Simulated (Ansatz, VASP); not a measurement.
**C in VASP and in Ansatz**

```
C
1.0
     2.45591    0.00000    0.00000
    -1.22796    2.12688    0.00000
     0.00000    0.00000    7.01063
C
4
Direct
  0.00000 0.00000 0.25000
  0.00000 0.00000 0.75000
  0.33333 0.66667 0.25000
  0.66667 0.33333 0.75000
```

Alike in both runs: task single point; functional r2SCAN; k mesh 15 × 15 × 5; occupations fermi-dirac, width 0.2 eV; no spin polarisation.

```csv
,VASP,Ansatz
version,VASP 6.6.1,Ansatz 0.2.0
potentials or method,"VASP PAW PBE potentials, release 64 (C), cutoff 520 eV","plane waves (500 eV) with PAW, scalar-relativistic"
valence electrons in the cell,16,16
```

|  | VASP | Ansatz | Ansatz less VASP |
| --- | --- | --- | --- |
| pressure (GPa) | 0.7 | 0.0 | -0.65 |
| traceless stress, the component that is largest in VASP (GPa) | -0.67 | 0.08 | +0.753 |

VASP's potentials were made for PBE, not for r2SCAN.
